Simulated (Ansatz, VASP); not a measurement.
# BaTiO3 in VASP and in Ansatz

```xyz
5
Lattice="3.9854 0.0000 0.0000 0.0000 3.9854 0.0000 0.0000 0.0000 4.2005" Properties=species:S:1:pos:R:3 pbc="T T T"
Ba    1.9927    1.9927    2.4836
Ti    0.0000    0.0000    0.4554
O     0.0000    1.9927    0.2531
O     1.9927    0.0000    0.2531
O     0.0000    0.0000    2.2675
```

Alike in both runs: functional PBE; k mesh 8 × 8 × 8; occupations gaussian, width 0.02 eV; no spin polarisation.

Ansatz relaxed the structure, and its values are those at the end. VASP's run is a single point on that final structure, the one shown.

|  | VASP | Ansatz |
| --- | --- | --- |
| version | VASP 6.6.1 | Ansatz 0.2.0 |
| potentials or method | VASP PAW PBE potentials, release 64 (Ba_sv, Ti_sv, O), cutoff 520 eV | scalar-relativistic, plane waves, PAW |
| valence electrons in the cell | 40 | 40 |

Ansatz gave:

```
gap on the k mesh at the Fermi level (eV) : 1.84
least direct gap on the mesh (eV)         : 2.39
pressure (GPa)                            : 0.0
rms of the force components (eV/Å)        : 0.001
```

**Question.** Which values does VASP return?

**Answer.** gap on the k mesh at the Fermi level (eV): 1.79; least direct gap on the mesh (eV): 2.35; pressure (GPa): 1.6; rms of the force components (eV/Å): 0.034.

Neither program's run includes spin-orbit coupling.
